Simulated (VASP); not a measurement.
Set up this calculation in VASP 6.6.1, as the native input.

* Task: single point
* Functional: PBEsol
* Potentials or basis: VASP PAW PBE potentials, release 64 (Nb_sv, Cd)
* Cutoff: 520 eV
* k mesh: 10 × 10 × 10
* Occupations: gaussian, width 0.1 eV
* Spin: no spin polarisation
* Dipole correction: no
* Further INCAR settings: ALGO = Fast; EDIFF = 1e-06; NBANDS = 32

The structure of NbCd3 lies in POSCAR:

```
NbCd3
1.0
    4.2150000000      0.0000000000      0.0000000000
    0.0000000000      4.2150000000      0.0000000000
    0.0000000000      0.0000000000      4.2150000000
Nb Cd
1 3
Direct
    0.0000000000      0.0000000000      0.0000000000
    0.0000000000      0.5000000000      0.5000000000
    0.5000000000      0.0000000000      0.5000000000
    0.5000000000      0.5000000000      0.0000000000
```

The input as run:

INCAR

```
SYSTEM = NbCd3
PREC = Accurate ; ENCUT = 520
EDIFF = 1E-6 ; ISMEAR = 0
SIGMA = 0.1 ; LREAL = .False.
LASPH = .True. ; NELM = 100
ALGO = Fast ; ISIF = 2
LWAVE = .False. ; LCHARG = .True.
GGA = PS ; LELF = .True.
LVHAR = .True. ; NBANDS = 32
```

KPOINTS

```
Automatic mesh
0
Gamma
  10 10 10
  0 0 0
```

Potentials or basis: VASP PAW PBE potentials, release 64 (Nb_sv, Cd).

Launch:

```sh
$ cat potpaw_PBE.64/Nb_sv/POTCAR potpaw_PBE.64/Cd/POTCAR > POTCAR
$ mpirun -np 1 vasp_std > vasp.out
```

Results of the run:

```yaml
Pressure: 1.9 GPa
Band_gap_on_the_k_mesh: zero (an odd number of electrons rules out a gap without spin polarisation)
```

Caveat: the PAW data sets were made with another functional, which shifts forces and pressure a little.

Wall time 81 s on 1 thread of AMD EPYC 9R45 (Zen 5), on a shared host, peak memory 0.22 GiB.
